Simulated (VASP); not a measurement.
Crystal: Pt.

```xyz
1
Lattice="0.0000 1.9739 1.9739 1.9739 0.0000 1.9739 1.9739 1.9739 0.0000" Properties=species:S:1:pos:R:3 pbc="T T T"
Pt    0.0000    0.0000    0.0000
```

Base run:

* Program: VASP 6.6.1
* Functional: PBE exchange alone
* Potentials or basis: VASP PAW PBE potentials, release 64 (Pt)
* Cutoff: 520 eV
* k mesh: 12 × 12 × 12
* Occupations: fermi-dirac, width 0.05 eV
* Spin: no spin polarisation

Its results: band gap on the k mesh zero (band 5 reaches 13.18 eV, above the bottom of band 6 at 11.00 eV); pressure 35.7 GPa.

The run is repeated on the same cell with these changes: functional from PBE exchange alone to LDA; potentials or basis from VASP PAW PBE potentials, release 64 (Pt) to VASP PAW LDA potentials, release 64 (Pt). What comes out?

Band gap on the k mesh zero (band 5 reaches 11.24 eV, above the bottom of band 6 at 9.09 eV); pressure -10.5 GPa.

Caveats: spin-orbit coupling is left out, which moves the levels of the heavy elements.
